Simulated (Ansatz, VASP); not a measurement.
PbS in VASP and in Ansatz

```
CELL_PARAMETERS angstrom
0.00000 3.01362 3.01362
3.01362 0.00000 3.01362
3.01362 3.01362 0.00000
ATOMIC_POSITIONS crystal
Pb 0.00000 0.00000 0.00000
S 0.50000 0.50000 0.50000
```

Change from the starting cell: volume scaled by 1.05.

Alike in both runs: task single point; functional PBE; k mesh 8 × 8 × 8; occupations fermi-dirac, width 0.01 eV; no spin polarisation.

```csv
,VASP,Ansatz
version,VASP 6.6.1,Ansatz 0.2.0
potentials or method,"VASP PAW PBE potentials, release 64 (Pb_d, S), cutoff 520 eV","all-electron LAPW, scalar-relativistic"
```

```tsv
	VASP	Ansatz	Ansatz less VASP
gap on the k mesh at the Fermi level (eV)	0.53	0.52	-0.008
pressure (GPa)	-0.5	-0.5	+0.08
```

Ansatz ran all-electron here, and VASP with PAW potentials.

Neither program's run includes spin-orbit coupling.
